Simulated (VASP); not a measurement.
# WF2 (Fm-3m) in VASP: notebook

Runs on WF2. Level: PBE+U. Tasks: single point.

Everything below comes from runs of VASP 6.6.1. Logs are shortened: lines on timing, memory, paths and dates and some standing lists are left out, and cuts for length are marked.

**1. The cell of the first run**

It takes space group Fm-3m (No. 225, cubic). Conventional cell: a = 4.975 Å, b = 4.975 Å, c = 4.975 Å, α = 90.00°, β = 90.00°, γ = 90.00°. Within 2.9 Å of W (site symmetry m-3m) lie 8 F at 2.15 Å. Within 2.9 Å of F (site symmetry -43m) lie 4 W at 2.15 Å and 6 F at 2.49 Å.

**2. Single point, PBE+U**

File INCAR:

```
SYSTEM = WF2
ALGO = Normal ; EDIFF = 1E-7
ENCUT = 520 ; GGA = PE
ISIF = 2 ; ISMEAR = 0
LASPH = .TRUE. ; LCHARG = .TRUE.
LDAU = .TRUE. ; LDAUJ = 0 0
LDAUL = 2 -1 ; LDAUPRINT = 1
LDAUTYPE = 2 ; LDAUU = 6.2 0
LELF = .TRUE. ; LMAXMIX = 4
LREAL = .FALSE. ; LVHAR = .TRUE.
LWAVE = .FALSE. ; NBANDS = 21
NELM = 150 ; PREC = Accurate
SIGMA = 0.02
```

File KPOINTS:

```
k-points
0
G
  10 10 10
  0 0 0
```

File POSCAR:

```
WF2
1.0
    0.0000000000      2.4876171467      2.4876171467
    2.4876171467      0.0000000000      2.4876171467
    2.4876171467      2.4876171467      0.0000000000
W F
1 2
Direct
    0.0000000000      0.0000000000      0.0000000000
    0.2500000000      0.2500000000      0.2500000000
    0.7500000000      0.7500000000      0.7500000000
```

Potentials or basis: VASP PAW PBE potentials, release 64 (W_sv, F).

Run with:

```console
$ cat potpaw_PBE.64/W_sv/POTCAR potpaw_PBE.64/F/POTCAR > POTCAR
$ mpirun -np 1 vasp_std > vasp.out
```

OUTCAR:

```text
SYSTEM = WF2
   EDIFF = 1E-7
   ENCUT = 520
   GGA = PE
   ISIF = 2
   ISMEAR = 0
   LASPH = .TRUE.
   LREAL = .FALSE.
   NELM = 150
   PREC = Accurate

 ion  position               nearest neighbor table
   1  0.000  0.000  0.000-   3 2.15   3 2.15   3 2.15   2 2.15   3 2.15   2 2.15   2 2.15   2 2.15

   2  0.250  0.250  0.250-   1 2.15   1 2.15   1 2.15   1 2.15
   3  0.750  0.750  0.750-   1 2.15   1 2.15   1 2.15   1 2.15

  LATTYP: Found a face centered cubic cell.
 ALAT       =     4.9752342934

  Lattice vectors:

 A1 = (   0.0000000000,   2.4876171467,   2.4876171467)
 A2 = (   2.4876171467,   0.0000000000,   2.4876171467)
 A3 = (   2.4876171467,   2.4876171467,   0.0000000000)

Analysis of symmetry for initial positions (statically):
=====================================================================
 Subroutine PRICEL returns:
 Original cell was already a primitive cell.

 Routine SETGRP: Setting up the symmetry group for a
 face centered cubic supercell.

 Subroutine GETGRP returns: Found 48 space group operations
 (whereof 48 operations were pure point group operations)
 out of a pool of 48 trial point group operations.

The static configuration has the point symmetry O_h .

Analysis of symmetry for dynamics (positions and initial velocities):
=====================================================================
 Subroutine PRICEL returns:
 Original cell was already a primitive cell.

 Routine SETGRP: Setting up the symmetry group for a
 face centered cubic supercell.

 Subroutine GETGRP returns: Found 48 space group operations
 (whereof 48 operations were pure point group operations)
 out of a pool of 48 trial point group operations.

The dynamic configuration has the point symmetry O_h .

 Subroutine INISYM returns: Found 48 space group operations
 (whereof 48 operations are pure point group operations),
 and found     1 'primitive' translations

----------------------------------------------------------------------------------------

                                     Primitive cell

  volume of cell :      30.7879

  direct lattice vectors                    reciprocal lattice vectors
     0.000000000  2.487617147  2.487617147    -0.200995559  0.200995559  0.200995559
     2.487617147  0.000000000  2.487617147     0.200995559 -0.200995559  0.200995559
     2.487617147  2.487617147  0.000000000     0.200995559  0.200995559 -0.200995559

  length of vectors
     3.518021907  3.518021907  3.518021907     0.348134521  0.348134521  0.348134521

  position of ions in fractional coordinates (direct lattice)
     0.000000000  0.000000000  0.000000000
     0.250000000  0.250000000  0.250000000
     0.750000000  0.750000000  0.750000000

  ion indices of the primitive-cell ions
   primitive index   ion index
                 1           1
                 2           2
                 3           3

----------------------------------------------------------------------------------------

 KPOINTS: k-points

Automatic generation of k-mesh.
 Grid dimensions read from file:
 generate k-points for:   10   10   10

 Generating k-lattice:

  Cartesian coordinates                     Fractional coordinates (reciprocal lattice)
    -0.020099556  0.020099556  0.020099556     0.100000000  0.000000000  0.000000000
     0.020099556 -0.020099556  0.020099556     0.000000000  0.100000000  0.000000000
     0.020099556  0.020099556 -0.020099556     0.000000000  0.000000000  0.100000000

  Length of vectors
     0.034813452  0.034813452  0.034813452

  Shift w.r.t. Gamma in fractional coordinates (k-lattice)
     0.000000000  0.000000000  0.000000000

 Subroutine IBZKPT returns following result:
 ===========================================

 Found     47 irreducible k-points:

 Following reciprocal coordinates:
            Coordinates               Weight
  0.000000  0.000000  0.000000      1.000000
  0.100000  0.000000  0.000000      8.000000
  0.200000  0.000000  0.000000      8.000000
  0.300000  0.000000  0.000000      8.000000
  0.400000  0.000000  0.000000      8.000000
  0.500000  0.000000  0.000000      4.000000
[... 16 lines left out ...]
  0.300000  0.300000  0.000000      6.000000
  0.400000  0.300000  0.000000     24.000000
 [... further k-points ...]
   k-points           NKPTS =     47   k-points in BZ     NKDIM =     47   number of bands    NBANDS=     21
   number of dos      NEDOS =    301   number of ions     NIONS =      3
   total plane-waves  NPLWV =  21952
   dimension x,y,z NGX =    28 NGY =   28 NGZ =   28
   dimension x,y,z NGXF=    56 NGYF=   56 NGZF=   56
   ions per type =               1   2
   NGX,Y,Z   is equivalent  to a cutoff of  13.23, 13.23, 13.23 a.u.
   NGXF,Y,Z  is equivalent  to a cutoff of  26.46, 26.46, 26.46 a.u.
 SYSTEM =  WF2
   PREC   = accura    normal or accurate (medium, high low for compatibility)
   ISTART =      0    job   : 0-new  1-cont  2-samecut
   ICHARG =      2    charge: 1-file 2-atom 10-const
   ISPIN  =      1    spin polarized calculation?
   LNONCOLLINEAR =      F non collinear calculations
   LSORBIT =      F    spin-orbit coupling
   LASPH  =      T    aspherical Exc in radial PAW
   ENCUT  =  520.0 eV  38.22 Ry    6.18 a.u.   6.54  6.54  6.54*2*pi/ulx,y,z
   NELM   =    150;   NELMIN=  2; NELMDL= -5     # of ELM steps
   EDIFF  = 0.1E-06   stopping-criterion for ELM
   LREAL  =      F    real-space projection
   EDIFFG = 0.1E-05   stopping-criterion for IOM
   NSW    =      0    number of steps for IOM
   IBRION =     -1    ionic relax: 0-MD 1-quasi-New 2-CG
   NFREE  =      0    steps in history (QN), initial steepest desc. (CG)
   ISIF   =      2    stress and relaxation
   ISYM   =      2    0-nonsym 1-usesym 2-fastsym
   POTIM  = 0.5000    time-step for ionic-motion
   TEBEG  =    0.0;   TEEND  =   0.0 temperature during run
   PSTRESS=    0.0 pullay stress
   NELECT =      28.0000    total number of electrons
   NUPDOWN=      -1.0000    fix difference up-down
   EMIN   =  10.00;   EMAX   =-10.00  energy-range for DOS
   EFERMI =   0.00;   METHOD = LEGACY
   ISMEAR =     0;   SIGMA  =   0.02  broadening in eV -4-tet -1-fermi 0-gaus
   EFERMI_NEDOS =   21; number of points for ismear=-14 and -15
   IALGO  =     38    algorithm
   IMIX   =      4    mixing-type and parameters
     AMIX     =   0.40;   BMIX     =  1.00
     AMIX_MAG =   1.60;   BMIX_MAG =  1.00
  volume/ion in A,a.u.               =      10.26        69.26
  Fermi-wavevector in a.u.,A,eV,Ry     =   1.586112  2.997318 34.228893  2.515753
  Thomas-Fermi vector in A             =   2.685474
   LORBIT       =      0    0 simple, 1 ext, 2 COOP (PROOUT), +10 PAW based schemes
 LDA+U is selected, type is set to LDAUTYPE =  2
   angular momentum for each species LDAUL =     2   -1
   U (eV)           for each species LDAUU =   6.2  0.0
   J (eV)           for each species LDAUJ =   0.0  0.0
   GGA     = PE    functional components
   LHFCALC =     F    Hartree Fock is set to
   AEXX    =    0.0000 exact exchange contribution
   IVDW    =     0    specifies the selected vdW correction
   LEPSILON=     F    determine dielectric tensor
   LRPA    =     F    only Hartree local field effects (RPA)
 non-spin polarized calculation
 Gauss-broadening in eV      SIGMA  =   0.02
  energy-cutoff  :      520.00
  volume of cell :       30.79
 maximum number of plane-waves:       869
 NGX is ok and might be reduce to    28
   NGX = 13   NGY = 13   NGZ = 13

atom =   1  type =  1  l = 2

 onsite density matrix

spin component  1

  0.0839  0.0000  0.0000  0.0000  0.0000
  0.0000  0.0839  0.0000 -0.0000  0.0000
  0.0000  0.0000  0.8086  0.0000 -0.0000
  0.0000 -0.0000  0.0000  0.0839  0.0000
  0.0000  0.0000 -0.0000  0.0000  0.8086

spin component  2

  0.0839  0.0000  0.0000  0.0000  0.0000
  0.0000  0.0839  0.0000 -0.0000  0.0000
  0.0000  0.0000  0.8086  0.0000 -0.0000
  0.0000 -0.0000  0.0000  0.0839  0.0000
  0.0000  0.0000 -0.0000  0.0000  0.8086

 occupancies and eigenvectors

  o =  0.0839  v =  1.0000  0.0000  0.0000  0.0000  0.0000  0.0000  0.0000  0.0000  0.0000  0.0000      0.0000  0.0000  0.0000  0.0000  0.0000  0.0000  0.0000  0.0000  0.0000  0.0000
  o =  0.0839  v =  0.0000  0.0000  0.0000  0.0000  0.0000  1.0000  0.0000  0.0000  0.0000  0.0000      0.0000  0.0000  0.0000  0.0000  0.0000  0.0000  0.0000  0.0000  0.0000  0.0000
  o =  0.0839  v =  0.0000  0.0446  0.0000 -0.9990  0.0000  0.0000  0.0000  0.0000  0.0000  0.0000      0.0000  0.0000  0.0000  0.0000  0.0000  0.0000  0.0000  0.0000  0.0000  0.0000
  o =  0.0839  v =  0.0000  0.0000  0.0000  0.0000  0.0000  0.0000  0.0446  0.0000 -0.9990  0.0000      0.0000  0.0000  0.0000  0.0000  0.0000  0.0000  0.0000  0.0000  0.0000  0.0000
  o =  0.0839  v =  0.0000  0.9990 -0.0000  0.0446  0.0000  0.0000  0.0000  0.0000  0.0000  0.0000      0.0000  0.0000  0.0000  0.0000  0.0000  0.0000  0.0000  0.0000  0.0000  0.0000
  o =  0.0839  v =  0.0000  0.0000  0.0000  0.0000  0.0000  0.0000  0.9990 -0.0000  0.0446  0.0000      0.0000  0.0000  0.0000  0.0000  0.0000  0.0000  0.0000  0.0000  0.0000  0.0000
  o =  0.8086  v =  0.0000  0.0000 -1.0000 -0.0000 -0.0046  0.0000  0.0000  0.0000  0.0000  0.0000      0.0000  0.0000  0.0000  0.0000  0.0000  0.0000  0.0000  0.0000  0.0000  0.0000
  o =  0.8086  v =  0.0000  0.0000  0.0000  0.0000  0.0000  0.0000  0.0000 -1.0000 -0.0000 -0.0046      0.0000  0.0000  0.0000  0.0000  0.0000  0.0000  0.0000  0.0000  0.0000  0.0000
  o =  0.8086  v =  0.0000  0.0000  0.0000  0.0000  0.0000  0.0000  0.0000 -0.0046  0.0000  1.0000      0.0000  0.0000  0.0000  0.0000  0.0000  0.0000  0.0000  0.0000  0.0000  0.0000
  o =  0.8086  v =  0.0000  0.0000 -0.0046  0.0000  1.0000  0.0000  0.0000  0.0000  0.0000  0.0000      0.0000  0.0000  0.0000  0.0000  0.0000  0.0000  0.0000  0.0000  0.0000  0.0000

 number of electron      27.9999998 magnetization

 Free energy of the ion-electron system (eV)
  ---------------------------------------------------
  ext. energy  EPLUGINS =         0.00000000
  ---------------------------------------------------
  free energy    TOTEN  =       -13.05839293 eV

  energy without entropy =      -13.05839293  energy(sigma->0) =      -13.05839293

 E-fermi :   9.0373     XC(G=0): -12.3776

 val. band max:        8.9354837775   @ k =   0.5000   0.5000   0.0000
 cond. band min:       9.3144720540   @ k =   0.0000   0.0000   0.0000
 fundamental gap:      0.3789882765
 Fermi energy:         9.0372550315

 k-point     1 :       0.0000    0.0000    0.0000
  band No.  band energies     occupation
      1     -64.5349      2.00000
      2     -28.8601      2.00000
      3     -28.8600      2.00000
      4     -28.8599      2.00000
      5     -19.1403      2.00000
      6     -17.3889      2.00000
[... 13 lines left out ...]
     20      20.4301      0.00000
     21      20.4302      0.00000

 k-point     2 :       0.1000    0.0000    0.0000
  band No.  band energies     occupation
      1     -64.5342      2.00000
      2     -28.8923      2.00000
      3     -28.8632      2.00000
      4     -28.8631      2.00000
      5     -19.0521      2.00000
      6     -17.4355      2.00000
[... 13 lines left out ...]
     20      20.7236      0.00000
     21      20.7236      0.00000

 k-point     3 :       0.2000    0.0000    0.0000
  band No.  band energies     occupation
      1     -64.5322      2.00000
      2     -28.9747      2.00000
      3     -28.8713      2.00000
      4     -28.8712      2.00000
      5     -18.8243      2.00000
      6     -17.5510      2.00000
[... 13 lines left out ...]
     20      21.5539      0.00000
     21      21.5539      0.00000
[... 457 lines left out ...]
 k-point    23 :       0.3000    0.3000    0.0000
  band No.  band energies     occupation
      1     -64.5281      2.00000
      2     -29.0955      2.00000
      3     -28.9120      2.00000
      4     -28.9119      2.00000
      5     -18.3113      2.00000
      6     -17.7978      2.00000
[... 13 lines left out ...]
     20      21.6571      0.00000
     21      21.6571      0.00000

 k-point    24 :       0.4000    0.3000    0.0000
  band No.  band energies     occupation
      1     -64.5266      2.00000
      2     -29.1385      2.00000
      3     -28.9339      2.00000
      4     -28.9211      2.00000
      5     -18.1213      2.00000
      6     -17.8777      2.00000
[... 13 lines left out ...]
     20      21.8289      0.00000
     21      22.0566      0.00000

 [... further k-points ...]
[... 5 lines left out ...]
  --------------------------------------------------------------------------------------
  -------------------------------------------------------------------------------------
  Total        9.0444022      9.0444022      9.0444022      0.0000000      0.0000000     -0.0000000
  in kB      470.6627531    470.6627531    470.6627531      0.0000000      0.0000000     -0.0000000
  external PRESSURE =     470.6627531 kB  Pullay stress =       0.0000000 kB

 VOLUME and BASIS-vectors are now :
 -----------------------------------------------------------------------------
  energy-cutoff  :      520.00
  volume of cell :       30.79
      direct lattice vectors                 reciprocal lattice vectors
     0.000000000  2.487617147  2.487617147    -0.200995559  0.200995559  0.200995559
     2.487617147  0.000000000  2.487617147     0.200995559 -0.200995559  0.200995559
     2.487617147  2.487617147  0.000000000     0.200995559  0.200995559 -0.200995559

 POSITION                                       TOTAL-FORCE (eV/Angst)
 -----------------------------------------------------------------------------------
      0.00000      0.00000      0.00000        -0.000000     -0.000000     -0.000000
      1.24381      1.24381      1.24381        -0.000000     -0.000000      0.000000
      3.73143      3.73143      3.73143         0.000000      0.000000      0.000000
 -----------------------------------------------------------------------------------
    total drift:                                0.000000      0.000000      0.000000

  FREE ENERGIE OF THE ION-ELECTRON SYSTEM (eV)
  ---------------------------------------------------
  free  energy   TOTEN  =       -13.0583929310 eV

  energy  without entropy=      -13.0583929310  energy(sigma->0) =      -13.05839293
```

Wall time 42 s (1 thread of Intel Xeon Platinum 8488C (Sapphire Rapids), shared host); peak memory 0.17 GiB.

What came out:

```
Free energy            : -13.0584 eV
Pressure               : 47.1 GPa
Band gap on the k mesh : 0.38 eV, indirect (least direct gap 1.61 eV)
```

Eigenvalues of the final occupation matrices:
| site | spin | trace | eigenvalues |
| --- | --- | --- | --- |
| site 1 d | 1 | 1.87 | 0.08 0.08 0.08 0.81 0.81 |
| site 1 d | 2 | 1.87 | 0.08 0.08 0.08 0.81 0.81 |

Caveat: spin-orbit coupling is left out, which moves the levels of the heavy elements.

**3. Single point, PBE+U**

This run uses another cell than the first one, of 11.03 Å³/atom, 1.075 times its volume.

File INCAR:

```
SYSTEM = WF2
ALGO     = Normal         ! electronic algorithm
EDIFF    = 1E-7           ! SCF threshold, eV
ENCUT    = 520            ! plane-wave cutoff, eV
GGA      = PE             ! functional
ISIF     = 2              ! what is computed and relaxed
ISMEAR   = 0              ! smearing method
LASPH    = .TRUE.         ! aspherical terms in the spheres
LCHARG   = .TRUE.         ! write CHGCAR
LDAU     = .TRUE.         ! DFT+U
LDAUJ    = 0 0          
LDAUL    = 2 -1           ! shell
LDAUPRINT= 1            
LDAUTYPE = 2            
LDAUU    = 6.2 0          ! U, eV
LELF     = .TRUE.         ! ELF
LMAXMIX  = 4              ! l up to which the mixer works
LREAL    = .FALSE.        ! projectors in reciprocal space
LVHAR    = .TRUE.       
LWAVE    = .FALSE.        ! write WAVECAR
NBANDS   = 21             ! bands
NELM     = 150            ! most SCF steps
PREC     = Accurate       ! precision mode
SIGMA    = 0.02           ! smearing width, eV
```

KPOINTS is that of step 2.

File POSCAR:

```
WF2
1.0
    0.0000000000      2.5483145256      2.5483145256
    2.5483145256      0.0000000000      2.5483145256
    2.5483145256      2.5483145256      0.0000000000
W F
1 2
Direct
    0.0000000000      0.0000000000      0.0000000000
    0.2500000000      0.2500000000      0.2500000000
    0.7500000000      0.7500000000      0.7500000000
```

Potentials or basis: VASP PAW PBE potentials, release 64 (W_sv, F).

Run with:

```console
$ cat potpaw_PBE.64/W_sv/POTCAR potpaw_PBE.64/F/POTCAR > POTCAR
$ mpirun -np 1 vasp_std > vasp.out
```

It took 40 s on 1 thread of Intel Xeon Platinum 8488C (Sapphire Rapids), shared host; peak memory 0.17 GiB.

It converged, with:

```yaml
Free_energy: -13.5893 eV
Pressure: 26.8 GPa
Band_gap_on_the_k_mesh: 0.21 eV, indirect (least direct gap 1.27 eV)
```

Levels at points of the mesh, in eV from the valence-band top:
| k point | band 11 | band 12 | band 13 | band 14 | band 15 | band 16 | band 17 | band 18 |
| --- | --- | --- | --- | --- | --- | --- | --- | --- |
| (0.00, 0.00, 0.00) | -6.88 | -6.88 | -1.07 | -1.07 | 0.21 | 6.32 | 6.32 | 6.32 |
| (0.50, 0.00, 0.00) | -7.73 | -7.73 | -0.46 | -0.46 | 3.90 | 5.12 | 5.72 | 5.72 |
| (0.50, 0.50, 0.00) | -7.08 | -6.51 | -1.15 | 0.00 | 3.61 | 5.44 | 5.45 | 7.81 |

Eigenvalues of the final occupation matrices:
| site | spin | trace | eigenvalues |
| --- | --- | --- | --- |
| site 1 d | 1 | 1.83 | 0.07 0.07 0.07 0.81 0.81 |
| site 1 d | 2 | 1.83 | 0.07 0.07 0.07 0.81 0.81 |

Caveat: spin-orbit coupling is left out, which moves the levels of the heavy elements. A k mesh can miss the band edges.
